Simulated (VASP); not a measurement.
Set up this calculation in VASP 6.6.1, as the native input.

```yaml
Task: single point
Functional: PBE
Potentials_or_basis: VASP PAW PBE potentials, release 64 (Nb_sv)
Cutoff: 520 eV
k_mesh: 9 × 9 × 1
Occupations: gaussian, width 0.1 eV
Spin: no spin polarisation
Dipole_correction: yes
Further_INCAR_settings: ALGO = Normal; EDIFF = 1e-06; NBANDS = 104
```

The structure of Nb lies in POSCAR:

```
Nb
1.0
    4.6826251553      0.0000000000      0.0000000000
   -2.3413125777      4.0552723409      0.0000000000
    0.0000000000      0.0000000000     27.4258791445
Nb
14
Direct
    0.6666666667      0.3333333333      0.2734643422
    0.3333333333      0.6666666667      0.3083159819
    0.0000000000      0.0000000000      0.3431676215
    0.6666666667      0.3333333333      0.3780192612
    0.3333333333      0.6666666667      0.4128709009
    0.0000000000      0.0000000000      0.4477225405
    0.6666666667      0.3333333333      0.4825741802
    0.3333333333      0.6666666667      0.5174258198
    0.0000000000      0.0000000000      0.5522774595
    0.6666666667      0.3333333333      0.5871290991
    0.3333333333      0.6666666667      0.6219807388
    0.0000000000      0.0000000000      0.6568323785
    0.6666666667      0.3333333333      0.6916840181
    0.3333333333      0.6666666667      0.7265356578
```

The input as run:

INCAR

```
SYSTEM = Nb
PREC     = Accurate       ! precision mode
ENCUT    = 520            ! plane-wave cutoff, eV
EDIFF    = 1E-6           ! SCF threshold, eV
ISMEAR   = 0              ! smearing method
SIGMA    = 0.1            ! smearing width, eV
LREAL    = .FALSE.        ! projectors in reciprocal space
LASPH    = .TRUE.         ! aspherical terms in the spheres
NELM     = 100            ! most SCF steps
ALGO     = Normal         ! electronic algorithm
ISIF     = 2              ! what is computed and relaxed
LWAVE    = .FALSE.        ! write WAVECAR
LCHARG   = .TRUE.         ! write CHGCAR
LDIPOL   = .TRUE.       
IDIPOL   = 3            
DIPOL    = 0.5 0.5 0.500
GGA      = PE             ! functional
LELF     = .TRUE.         ! ELF
LVHAR    = .TRUE.       
LVACPOTAV= .TRUE.       
NBANDS   = 104            ! bands
```

KPOINTS

```
Automatic mesh
0
G
  9 9 1
  0 0 0
```

Potentials or basis: VASP PAW PBE potentials, release 64 (Nb_sv).

Command:

```sh
$ cat potpaw_PBE.64/Nb_sv/POTCAR > POTCAR
$ mpirun -np 1 vasp_std > vasp.out
```

It gave:

```
Largest force          : 1.866 eV/Å
Band gap on the k mesh : zero (bands 91 and 92 overlap by 0.23 eV)
```

Wall time 39 min on 1 thread of Intel(R) Xeon(R) Platinum 8259CL CPU @ 2.50GHz (Skylake/Cascade Lake), with other jobs on the host, peak memory 0.8 GiB.
